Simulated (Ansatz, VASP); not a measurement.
One calculation of SnSe2, two programs

```xyz
3
Lattice="3.8110 0.0000 0.0000 -1.9055 3.3004 0.0000 0.0000 0.0000 6.1360" Properties=species:S:1:pos:R:3 pbc="T T T"
Sn    0.0000    0.0000    0.0000
Se    0.0000    2.2003    1.5279
Se    1.9055    1.1001    4.6081
```

Alike in both runs: task relaxation of cell and atoms; functional PBEsol; k mesh 9 × 9 × 6; occupations gaussian, width 0.02 eV; no spin polarisation.

|  | VASP | Ansatz |
| --- | --- | --- |
| version | VASP 6.6.1 | Ansatz 0.2.0 |
| potentials or method | VASP PAW PBE potentials, release 64 (Sn_d, Se), cutoff 600 eV | scalar-relativistic, plane waves, PAW |
| valence electrons in the cell | 26 | 46 |

VASP gave:

* gap on the k mesh at the Fermi level, each at its own relaxed structure (eV): 0.48
* relaxed volume (Å³/atom): 25.92
* relaxed cell length with the largest relative difference (Å): 6.152

Estimate Ansatz's values.

gap on the k mesh at the Fermi level, each at its own relaxed structure (eV): 0.49; relaxed volume (Å³/atom): 25.91; relaxed cell length with the largest relative difference (Å): 6.156.

VASP's potentials were made for PBE, not for PBEsol. VASP's potentials hold 26 valence electrons a cell and Ansatz's 46, so a difference there can come from the potentials and not from the codes.
